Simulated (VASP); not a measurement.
Write the native input for VASP 6.6.1 that does the following.

```
Task                   : single point
Functional             : PBE
Potentials or basis    : VASP PAW PBE potentials, release 64 (Re)
Cutoff                 : 520 eV
k mesh                 : 12 × 12 × 12
Occupations            : fermi-dirac, width 0.1 eV
Spin                   : no spin polarisation
Dipole correction      : no
Further INCAR settings : ALGO = Normal; EDIFF = 1e-06; NBANDS = 14
```

The structure of Re lies in POSCAR:

```
Re
1.0
    0.0000000000      2.5676256273      2.5676256273
    2.5676256273      0.0000000000      2.5676256273
    2.5676256273      2.5676256273      0.0000000000
Re
2
Direct
   -0.1250000000     -0.1250000000     -0.1250000000
    0.1250000000      0.1250000000      0.1250000000
```

This cell differs from its parent crystal: volume scaled by 0.75.

The input as run:

INCAR

```
SYSTEM = Re
PREC = Accurate
ENCUT = 520
EDIFF = 1E-6
ISMEAR = -1
SIGMA = 0.1
LREAL = .False.
LASPH = .True.
NELM = 80
ALGO = Normal
ISIF = 2
LWAVE = .False.
LCHARG = .True.
GGA = PE
LELF = .True.
LVHAR = .True.
NBANDS = 14
```

KPOINTS

```
regular mesh
0
Gamma
  12 12 12
  0 0 0
```

Potentials or basis: VASP PAW PBE potentials, release 64 (Re).

Launch:

```console
$ cat potpaw_PBE.64/Re/POTCAR > POTCAR
$ mpirun -np 1 vasp_std > vasp.out
```

Results of the run:

The pressure is 84.9 GPa. The band gap on the k mesh is zero (band 7 reaches 7.15 eV, above the bottom of band 8 at 5.31 eV).

Caveat: spin-orbit coupling is left out, which moves the levels of the heavy elements.

Run time: 24 s on 1 thread of Intel(R) Xeon(R) Platinum 8375C CPU @ 2.90GHz (Ice Lake), on a shared host, peak memory 0.17 GiB.
